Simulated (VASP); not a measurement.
# Na (P6_3/mmc) in VASP: notebook

Na is run at these levels: LDA; tasks: relaxation of cell and atoms.

All numbers are computed with VASP 6.6.1; they aren't measurements. Logs are shortened: lines on timing, memory, paths and dates and some standing lists are left out, and cuts for length are marked.

## Step 1: The cell of the first run

Symmetry: P6_3/mmc, No. 194, hexagonal system. The conventional cell has a = 3.619 Å, b = 3.619 Å, c = 5.909 Å, α = 90.00°, β = 90.00°, γ = 120.00°. Within 4.8 Å of Na (site symmetry -6m2) lie 12 Na at 3.62 Å.

This isn't the form of Na at room conditions, which is bcc.

## Step 2: Relaxation of cell and atoms, LDA, target pressure 1 GPa, at which the enthalpy is minimised

Contents of INCAR:

```
SYSTEM = Na
PREC     = Accurate       ! precision mode
ENCUT    = 600            ! plane-wave cutoff, eV
EDIFF    = 1E-6           ! SCF threshold, eV
ISMEAR   = -1             ! smearing method
SIGMA    = 0.1            ! smearing width, eV
LREAL    = .FALSE.        ! projectors in reciprocal space
LASPH    = .TRUE.         ! aspherical terms in the spheres
NELM     = 80             ! most SCF steps
ALGO     = Normal         ! electronic algorithm
ISIF     = 3              ! what is computed and relaxed
LWAVE    = .FALSE.        ! write WAVECAR
LCHARG   = .FALSE.        ! write CHGCAR
IBRION   = 2              ! ionic algorithm
NSW      = 100            ! ionic steps
EDIFFG   = -0.002         ! ionic threshold
PSTRESS  = 10.0
```

Contents of KPOINTS:

```
regular mesh
0
G
  14 14 8
  0 0 0
```

Contents of POSCAR:

```
Na
1.0
    3.6185680295      0.0000000000      0.0000000000
   -1.8092840147      3.1337718388      0.0000000000
    0.0000000000      0.0000000000      5.9092932138
Na
2
Direct
    0.3333333333      0.6666666667      0.2500000000
    0.6666666667      0.3333333333      0.7500000000
```

Potentials or basis: VASP PAW LDA potentials, release 64 (Na_pv).

On the command line:

```bash
> cat potpaw_LDA.64/Na_pv/POTCAR > POTCAR
> mpirun -np 1 vasp_std > vasp.out
```

OUTCAR:

```text
SYSTEM = Na
   PREC = Accurate
   ENCUT = 600
   EDIFF = 1E-6
   ISMEAR = -1
   LREAL = .FALSE.
   LASPH = .TRUE.
   NELM = 80
   ISIF = 3
   IBRION = 2
   NSW = 100
   EDIFFG = -0.002
   PSTRESS = 10.0

 ion  position               nearest neighbor table
   1  0.333  0.667  0.250-
   2  0.667  0.333  0.750-

  LATTYP: Found a hexagonal cell.
 ALAT       =     3.6185680295
 C/A-ratio  =     1.6330474281

  Lattice vectors:

 A1 = (   3.6185680295,   0.0000000000,   0.0000000000)
 A2 = (  -1.8092840147,   3.1337718388,   0.0000000000)
 A3 = (   0.0000000000,   0.0000000000,   5.9092932138)

Analysis of symmetry for initial positions (statically):
=====================================================================
 Subroutine PRICEL returns:
 Original cell was already a primitive cell.

 Routine SETGRP: Setting up the symmetry group for a
 hexagonal supercell.

 Subroutine GETGRP returns: Found 24 space group operations
 (whereof 12 operations were pure point group operations)
 out of a pool of 24 trial point group operations.

The static configuration has the point symmetry D_3d.
 The point group associated with its full space group is D_6h.

Analysis of symmetry for dynamics (positions and initial velocities):
=====================================================================
 Subroutine PRICEL returns:
 Original cell was already a primitive cell.

 Routine SETGRP: Setting up the symmetry group for a
 hexagonal supercell.

 Subroutine GETGRP returns: Found 24 space group operations
 (whereof 12 operations were pure point group operations)
 out of a pool of 24 trial point group operations.

The dynamic configuration has the point symmetry D_3d.
 The point group associated with its full space group is D_6h.

 Subroutine INISYM returns: Found 24 space group operations
 (whereof 12 operations are pure point group operations),
 and found     1 'primitive' translations

----------------------------------------------------------------------------------------

                                     Primitive cell

  volume of cell :      67.0100

  direct lattice vectors                    reciprocal lattice vectors
     3.618568030  0.000000000  0.000000000     0.276352411  0.159552139  0.000000000
    -1.809284015  3.133771839  0.000000000     0.000000000  0.319104278  0.000000000
     0.000000000  0.000000000  5.909293214     0.000000000  0.000000000  0.169224976

  length of vectors
     3.618568030  3.618568029  5.909293214     0.319104278  0.319104278  0.169224976

[... 109 lines left out ...]
   LEPSILON=     F    determine dielectric tensor
   LRPA    =     F    only Hartree local field effects (RPA)
 conjugate gradient relaxation of ions
 non-spin polarized calculation
  energy-cutoff  :      600.00
  volume of cell :       67.01
 maximum number of plane-waves:      2254
 NGX is ok and might be reduce to    30
   NGX = 15   NGY = 15   NGZ = 23

--------------------------------------- Ionic step        1  -------------------------------------------

 number of electron      13.9999992 magnetization

 Free energy of the ion-electron system (eV)
  ---------------------------------------------------
  ext. energy  EPLUGINS =         0.00000000
  ---------------------------------------------------
  free energy    TOTEN  =        -2.92565578 eV

  energy without entropy =       -2.89714417  energy(sigma->0) =       -2.91139997

------------------------ aborting loop because EDIFF is reached ----------------------------------------

  FORCE on cell =-STRESS in cart. coord.  units (eV):
  Direction    XX          YY          ZZ          XY          YZ          ZX
  --------------------------------------------------------------------------------------
  -------------------------------------------------------------------------------------
  Total       -0.0050676     -0.0050676     -0.0041493     -0.0000000      0.0000000      0.0000000
  in kB       -0.1211635     -0.1211635     -0.0992068     -0.0000000      0.0000000      0.0000000
  external PRESSURE =     -10.1138446 kB  Pullay stress =      10.0000000 kB
[... 97 lines left out ...]
  energy  without entropy=       -2.8885372897  energy(sigma->0) =       -2.90219696

  enthalpy is  TOTEN    =        -2.5279031344 eV   P V=        0.3879534902

[... ionic steps 4 to 8 ...]

--------------------------------------- Ionic step        9  -------------------------------------------

 number of electron      13.9999999 magnetization

------------------------ aborting loop because EDIFF is reached ----------------------------------------
[... 71 lines left out ...]
--------------------------------------- Ionic step       11  -------------------------------------------

 number of electron      13.9999998 magnetization

 Free energy of the ion-electron system (eV)
  ---------------------------------------------------
  ext. energy  EPLUGINS =         0.00000000
  ---------------------------------------------------
  free energy    TOTEN  =        -2.90964221 eV

  energy without entropy =       -2.88261391  energy(sigma->0) =       -2.89612806

 E-fermi :   0.7637     XC(G=0):  -7.3009

 val. band max:        0.7032523412   @ k =   0.2143   0.0714   0.2500
 cond. band min:       0.7641680759   @ k =   0.2857   0.2143   0.3750
 fundamental gap:      0.0609157347
 Fermi energy:         0.7637074684

 k-point     1 :       0.0000    0.0000    0.0000
  band No.  band energies     occupation
      1     -24.1127      2.00000
      2     -24.0513      2.00000
      3     -24.0513      2.00000
      4     -24.0419      2.00000
      5     -24.0419      2.00000
      6     -24.0416      2.00000
      7      -2.9559      2.00000
      8       1.3631      0.00498
      9       1.8815      0.00003
     10      11.8378      0.00000
     11      11.8378      0.00000
[... 309 lines left out ...]
 k-point    24 :       0.3571    0.2857    0.0000
  band No.  band energies     occupation
      1     -24.0957      2.00000
      2     -24.0849      2.00000
      3     -24.0835      2.00000
      4     -24.0716      2.00000
      5     -24.0712      2.00000
      6     -24.0656      2.00000
      7       1.9249      0.00002
      8       2.1472      0.00000
      9       3.1113      0.00000
     10       5.9191      0.00000
     11       5.9824      0.00000

 [... further k-points ...]

------------------------ aborting loop because EDIFF is reached ----------------------------------------

  FORCE on cell =-STRESS in cart. coord.  units (eV):
  Direction    XX          YY          ZZ          XY          YZ          ZX
  --------------------------------------------------------------------------------------
  -------------------------------------------------------------------------------------
  Total        0.3802123      0.3802123      0.3821670      0.0000000      0.0000000      0.0000000
  in kB        9.9894218      9.9894218     10.0407783      0.0000000      0.0000000      0.0000000
  external PRESSURE =       0.0065407 kB  Pullay stress =      10.0000000 kB
[... 21 lines left out ...]
  energy  without entropy=       -2.8826139098  energy(sigma->0) =       -2.89612806

  enthalpy is  TOTEN    =        -2.5290272566 eV   P V=        0.3806149502

 reached required accuracy - stopping structural energy minimisation
```

Run time: 5.9 min. Hardware: 1 thread of Oxide Virtual Turin-like, shared host; peak memory 0.19 GiB.

Results:

```yaml
Free_energy: -2.9096 eV
Relaxed_volume: 30.49 Å³/atom
Relaxed_cell: a = 3.506 Å, b = 3.506 Å, c = 5.728 Å, α = 90.00°, β = 90.00°, γ = 120.00°
Space_group_after_relaxing_to_0.1_Å: P6_3/mmc (No. 194)
Energy_change_on_relaxing_the_run_minimises_the_enthalpy: +8.0 meV/atom
Ionic_steps: 11
Pressure_after_relaxing: 1.0 GPa
Band_gap_on_the_k_mesh: zero (bands 7 and 8 overlap by 4.59 eV)
```

The path:
```csv
step,energy change (eV),largest force (eV/Å),pressure (GPa),volume (Å³)
1,0.0000,0.0000,-0.01,67.01
2,0.0013,0.0000,0.24,64.98
3,0.0098,0.0000,0.73,62.16
4,0.0541,0.0000,1.96,56.76
5,0.0169,0.0000,1.04,60.84
6,0.0158,0.0000,0.94,61.02
7,0.0159,0.0000,0.98,61.01
8,0.0159,0.0000,0.95,61.00
9,0.0159,0.0000,0.96,61.00
10,0.0159,0.0000,0.94,60.99
11,0.0160,0.0000,1.00,60.98
```

Final structure:
```cif
data_structure
_symmetry_space_group_name_H-M 'P 1'
_symmetry_Int_Tables_number 1
_cell_length_a 3.5062
_cell_length_b 3.5062
_cell_length_c 5.7278
_cell_angle_alpha 90.000
_cell_angle_beta 90.000
_cell_angle_gamma 120.000
_cell_volume 60.98
loop_
_atom_site_label
_atom_site_type_symbol
_atom_site_fract_x
_atom_site_fract_y
_atom_site_fract_z
_atom_site_occupancy
Na1 Na 0.33333 0.66667 0.25000 1
Na2 Na 0.66667 0.33333 0.75000 1
```

Caveat: the cell is relaxed towards a set pressure, so the run minimises the enthalpy, not the energy. Zero-point motion and thermal expansion aren't in these numbers.

## Step 3: Relaxation of cell and atoms, LDA, target pressure 2 GPa, at which the enthalpy is minimised

Contents of INCAR:

```
  ALGO = Normal
  EDIFF = 1E-7
  EDIFFG = -0.002
  ENCUT = 600
  IBRION = 2
  ISIF = 3
  ISMEAR = -1
  LASPH = T
  LCHARG = F
  LREAL = F
  LWAVE = F
  NELM = 80
  NSW = 100
  PREC = Accurate
  PSTRESS = 20.0
  SIGMA = 0.1
```

Contents of KPOINTS:

```
k-points
0
Gamma
  14 14 8
```

POSCAR is that of step 2.

Potentials or basis: VASP PAW LDA potentials, release 64 (Na_pv).

On the command line:

```bash
> cat potpaw_LDA.64/Na_pv/POTCAR > POTCAR
> mpirun -np 1 vasp_std > vasp.out
```

Run time: 5.3 min. Hardware: 1 thread of Oxide Virtual Turin-like, shared host; peak memory 0.19 GiB.

The run converged. Its results:

| Item | Value |
| --- | --- |
| Free energy | -2.8711 eV |
| Relaxed volume | 28.36 Å³/atom |
| Relaxed cell | a = 3.423 Å, b = 3.423 Å, c = 5.591 Å, α = 90.00°, β = 90.00°, γ = 120.00° |
| Space group after relaxing (to 0.1 Å) | P6_3/mmc (No. 194) |
| Energy change on relaxing (the run minimises the enthalpy) | +27.3 meV/atom |
| Ionic steps | 6 |
| Pressure after relaxing | 2.0 GPa |
| Band gap on the k mesh | zero (bands 7 and 8 overlap by 4.78 eV) |

Step by step:
```
step  energy change (eV)  largest force (eV/Å)  pressure (GPa)  volume (Å³)
   1              0.0000                0.0000           -0.04        67.01
   2              0.0065                0.0000            0.56        62.97
   3              0.0477                0.0000            1.80        57.30
   4              0.0571                0.0000            2.04        56.52
   5              0.0546                0.0000            1.98        56.72
   6              0.0546                0.0000            2.00        56.72
```

Final structure:
```
CELL_PARAMETERS angstrom
3.42266 0.00000 0.00000
-1.71133 2.96411 0.00000
0.00000 0.00000 5.59095
ATOMIC_POSITIONS crystal
Na 0.33333 0.66667 0.25000
Na 0.66667 0.33333 0.75000
```

Levels at points of the mesh, in eV from the Fermi level:
```
           k point  band 4  band 5  band 6  band 7  band 8  band 9  band 10  band 11
(0.00, 0.00, 0.00)  -24.77  -24.77  -24.77   -3.90    0.61    1.20    11.51    11.51
(0.50, 0.00, 0.00)  -24.81  -24.79  -24.79    0.25    0.47    4.31     4.54     5.23
(0.00, 0.00, 0.50)  -24.78  -24.78  -24.78   -2.65   -2.65    6.44     6.44    12.12
(0.50, 0.00, 0.50)  -24.80  -24.80  -24.80    1.21    1.21    1.85     1.85     8.75
```

Caveat: the cell is relaxed towards a set pressure, so the run minimises the enthalpy, not the energy; the volume moved by over 15 % at a fixed basis, so the end points are rough. Zero-point motion and thermal expansion aren't in these numbers.

## Step 4: Relaxation of cell and atoms, LDA, target pressure 4 GPa, at which the enthalpy is minimised

Contents of INCAR:

```
SYSTEM = Na
  ALGO = Normal
  EDIFF = 1E-7
  EDIFFG = -0.002
  ENCUT = 600
  IBRION = 2
  ISIF = 3
  ISMEAR = -1
  LASPH = .TRUE.
  LCHARG = .FALSE.
  LREAL = .FALSE.
  LWAVE = .FALSE.
  NELM = 100
  NSW = 100
  PREC = Accurate
  PSTRESS = 40.0
  SIGMA = 0.1
```

Contents of KPOINTS:

```
k-points
0
G
  14 14 8
  0 0 0
```

POSCAR is that of step 3.

Potentials or basis: VASP PAW LDA potentials, release 64 (Na_pv).

On the command line:

```bash
> cat potpaw_LDA.64/Na_pv/POTCAR > POTCAR
> mpirun -np 1 vasp_std > vasp.out
```

OUTCAR:

```text
SYSTEM = Na
   EDIFF = 1E-7
   EDIFFG = -0.002
   ENCUT = 600
   IBRION = 2
   ISIF = 3
   ISMEAR = -1
   LASPH = .TRUE.
   LREAL = .FALSE.
   NELM = 100
   NSW = 100
   PREC = Accurate
   PSTRESS = 40.0

 ion  position               nearest neighbor table
   1  0.333  0.667  0.250-
   2  0.667  0.333  0.750-

  LATTYP: Found a hexagonal cell.
 ALAT       =     3.6185680295
 C/A-ratio  =     1.6330474281

  Lattice vectors:

 A1 = (   3.6185680295,   0.0000000000,   0.0000000000)
 A2 = (  -1.8092840147,   3.1337718388,   0.0000000000)
 A3 = (   0.0000000000,   0.0000000000,   5.9092932138)

Analysis of symmetry for initial positions (statically):
=====================================================================
 Subroutine PRICEL returns:
 Original cell was already a primitive cell.

[... 382 lines left out ...]
  band No.  band energies     occupation
      1     -23.4338      2.00000
      2     -23.3227      2.00000
      3     -23.3227      2.00000
      4     -23.3066      2.00000
      5     -23.3066      2.00000
      6     -23.3064      2.00000
      7      -2.7225      2.00000
      8       2.0611      0.00408
      9       2.7447      0.00000
     10      13.6092      0.00000
     11      13.6092      0.00000
[... 309 lines left out ...]
 k-point    24 :       0.3571    0.2857    0.0000
  band No.  band energies     occupation
      1     -23.4027      2.00000
      2     -23.3832      2.00000
      3     -23.3806      2.00000
      4     -23.3590      2.00000
      5     -23.3584      2.00000
      6     -23.3483      2.00000
      7       2.6745      0.00001
      8       3.0228      0.00000
      9       4.0440      0.00000
     10       6.9544      0.00000
     11       7.2124      0.00000

 [... further k-points ...]

------------------------ aborting loop because EDIFF is reached ----------------------------------------

  FORCE on cell =-STRESS in cart. coord.  units (eV):
  Direction    XX          YY          ZZ          XY          YZ          ZX
  --------------------------------------------------------------------------------------
  -------------------------------------------------------------------------------------
  Total        1.2775877      1.2775877      1.2788627      0.0000000      0.0000000      0.0000000
  in kB       40.0391675     40.0391675     40.0791256      0.0000000      0.0000000      0.0000000
  external PRESSURE =       0.0524868 kB  Pullay stress =      40.0000000 kB
[... 21 lines left out ...]
  energy  without entropy=       -2.7444023797  energy(sigma->0) =       -2.75668218

  enthalpy is  TOTEN    =        -1.4926240968 eV   P V=        1.2763378776

 reached required accuracy - stopping structural energy minimisation
```

OSZICAR:

```text
N       E                     dE             d eps       ncg     rms          rms(c)
DAV:   1     0.933324631322E+02    0.93332E+02   -0.85006E+03  2640   0.138E+03
DAV:   2     0.684487597707E-01   -0.93264E+02   -0.92678E+02  2655   0.316E+02
DAV:   3    -0.288863295947E+01   -0.29571E+01   -0.29545E+01  3105   0.699E+01
DAV:   4    -0.292909278701E+01   -0.40460E-01   -0.40457E-01  2927   0.896E+00
[... 73 lines left out ...]
DAV:   1    -0.276907351439E+01    0.14306E-02   -0.32423E-03  2985   0.122E+00    0.679E-02
DAV:   2    -0.276899280770E+01    0.80707E-04   -0.84336E-05  3006   0.192E-01    0.349E-02
DAV:   3    -0.276896384488E+01    0.28963E-04   -0.37419E-05  3012   0.122E-01    0.313E-03
DAV:   4    -0.276896199574E+01    0.18491E-05   -0.21807E-06  2856   0.335E-02    0.338E-04
DAV:   5    -0.276896197440E+01    0.21340E-07   -0.17634E-08  1335   0.302E-03
  10 F= -.14926241E+01 E0= -.14803443E+01  d E =-.168038E-04
```

CONTCAR:

```text
Na
   1.00000000000000
     3.3048873953201534    0.0000000000113714    0.0000000000000000
    -1.6524436976045631    2.8621164408980939    0.0000000000000000
    -0.0000000000000000    0.0000000000000000    5.4047086041499570
  Na
     2
Direct
     0.3333333332999970    0.6666666667000030    0.2500000000000000
     0.6666666667000030    0.3333333332999970    0.7500000000000000

  0.00000000E+00  0.00000000E+00  0.00000000E+00
  0.00000000E+00  0.00000000E+00  0.00000000E+00
```

It took 9.4 min on 1 thread of Oxide Virtual Turin-like, shared host; peak memory 0.19 GiB.

What came out:

| Item | Value |
| --- | --- |
| Free energy | -2.7690 eV |
| Relaxed volume | 25.56 Å³/atom |
| Relaxed cell | a = 3.305 Å, b = 3.305 Å, c = 5.405 Å, α = 90.00°, β = 90.00°, γ = 120.00° |
| Space group after relaxing (to 0.1 Å) | P6_3/mmc (No. 194) |
| Energy change on relaxing (the run minimises the enthalpy) | +78.3 meV/atom |
| Ionic steps | 10 |
| Pressure after relaxing | 4.0 GPa |
| Band gap on the k mesh | zero (bands 7 and 8 overlap by 5.07 eV) |

Step by step:
| step | energy change (eV) | largest force (eV/Å) | pressure (GPa) | volume (Å³) |
| --- | --- | --- | --- | --- |
| 1 | 0.0000 | 0.0000 | -0.04 | 67.01 |
| 2 | 0.0293 | 0.0000 | 1.37 | 59.15 |
| 3 | 0.1176 | 0.0000 | 3.29 | 52.85 |
| 4 | 0.1614 | 0.0000 | 4.07 | 50.94 |
| 5 | 0.1541 | 0.0000 | 3.95 | 51.23 |
| 6 | 0.1541 | 0.0000 | 3.95 | 51.23 |
| 7 | 0.1541 | 0.0000 | 3.95 | 51.23 |
| 8 | 0.1544 | 0.0000 | 3.96 | 51.22 |
| 9 | 0.1552 | 0.0000 | 3.97 | 51.19 |
| 10 | 0.1567 | 0.0000 | 4.01 | 51.12 |

Final structure:
```xyz
2
Lattice="3.3049 0.0000 0.0000 -1.6524 2.8621 0.0000 0.0000 0.0000 5.4047" Properties=species:S:1:pos:R:3 pbc="T T T"
Na    0.0000    1.9081    1.3512
Na    1.6524    0.9540    4.0535
```

Levels at points of the mesh, in eV from the Fermi level:
| k point | band 4 | band 5 | band 6 | band 7 | band 8 | band 9 | band 10 | band 11 |
| --- | --- | --- | --- | --- | --- | --- | --- | --- |
| (0.00, 0.00, 0.00) | -24.75 | -24.75 | -24.75 | -4.16 | 0.62 | 1.30 | 12.17 | 12.17 |
| (0.50, 0.00, 0.00) | -24.79 | -24.78 | -24.76 | 0.25 | 0.53 | 4.46 | 4.82 | 5.62 |
| (0.00, 0.00, 0.50) | -24.76 | -24.76 | -24.76 | -2.83 | -2.83 | 6.82 | 6.82 | 12.79 |
| (0.50, 0.00, 0.50) | -24.78 | -24.78 | -24.78 | 1.28 | 1.28 | 1.98 | 1.98 | 9.17 |

Caveat: the cell is relaxed towards a set pressure, so the run minimises the enthalpy, not the energy; the volume moved by over 15 % at a fixed basis, so the end points are rough. LDA usually gives volumes a few per cent too small.

(Continued in part 2 of 2.)
